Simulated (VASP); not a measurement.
**GePt (lda): single point with LDA**

Crystal: GePt (lda).

```
CELL_PARAMETERS angstrom
5.71900 0.00000 0.00000
0.00000 3.69700 0.00000
0.00000 0.00000 6.08400
ATOMIC_POSITIONS crystal
Ge 0.18500 0.25000 0.59000
Ge 0.31500 0.75000 0.09000
Ge 0.68500 0.25000 0.91000
Ge 0.81500 0.75000 0.41000
Pt 0.99950 0.25000 0.19080
Pt 0.50050 0.75000 0.69080
Pt 0.49950 0.25000 0.30920
Pt 0.00050 0.75000 0.80920
```

* Program: VASP 6.6.1
* Task: single point
* Functional: LDA
* Potentials or basis: VASP PAW LDA potentials, release 64 (Ge_d, Pt)
* Cutoff: 520 eV
* k mesh: 4 × 6 × 4
* Occupations: gaussian, width 0.1 eV
* Spin: no spin polarisation
* Dipole correction: no
* Further INCAR settings: ALGO = Normal; EDIFF = 1e-07; NBANDS = 58

```yaml
Pressure: -2.0 GPa
Largest_force: 0.092 eV/Å
Band_gap_on_the_k_mesh: zero (band 48 reaches 10.34 eV, above the bottom of band 49 at 9.19 eV)
```

Forces in eV/Å, atoms in the order of the input:
```
Ge   0.013  0.000 -0.091
Ge  -0.013  0.000 -0.091
Ge   0.013  0.000  0.091
Ge  -0.013  0.000  0.091
Pt   0.003  0.000  0.002
Pt  -0.003  0.000  0.002
Pt   0.003  0.000 -0.002
Pt  -0.003  0.000 -0.002
```

Stress tensor (GPa, compression positive):
```
-1.88  0.00  0.00
 0.00 -1.73  0.00
 0.00  0.00 -2.43
```

Levels at points of the mesh, in eV from the Fermi level:
| k point | band 45 | band 46 | band 47 | band 48 | band 49 | band 50 | band 51 | band 52 |
| --- | --- | --- | --- | --- | --- | --- | --- | --- |
| (0.00, 0.00, 0.00) | -2.48 | -1.51 | -1.42 | -0.98 | 0.65 | 0.91 | 2.99 | 3.19 |
| (0.50, 0.00, 0.00) | -2.48 | -2.48 | 0.02 | 0.02 | 1.30 | 1.30 | 2.26 | 2.26 |
| (0.00, 0.50, 0.00) | -2.56 | -2.56 | -1.65 | -1.65 | -0.14 | -0.14 | 2.06 | 2.06 |
| (0.50, 0.50, 0.00) | -1.93 | -1.93 | -1.93 | -1.93 | 0.63 | 0.63 | 0.63 | 0.63 |
| (0.00, 0.00, 0.50) | -1.86 | -1.86 | 0.01 | 0.01 | 1.05 | 1.05 | 1.85 | 1.85 |
| (0.50, 0.00, 0.50) | -1.41 | -1.41 | 0.70 | 0.70 | 1.82 | 1.82 | 2.62 | 2.62 |
| (0.00, 0.50, 0.50) | -2.52 | -2.52 | -2.15 | -2.15 | 0.51 | 0.51 | 1.07 | 1.07 |
| (0.50, 0.50, 0.50) | -2.48 | -2.48 | -2.48 | -2.48 | 2.48 | 2.48 | 2.48 | 2.48 |

Wall time 5.1 min on 1 thread of AMD EPYC 7R43 64-Core Processor (Zen 3) (shared host), peak memory 0.29 GiB.

Caveat: spin-orbit coupling is left out, which moves the levels of the heavy elements.
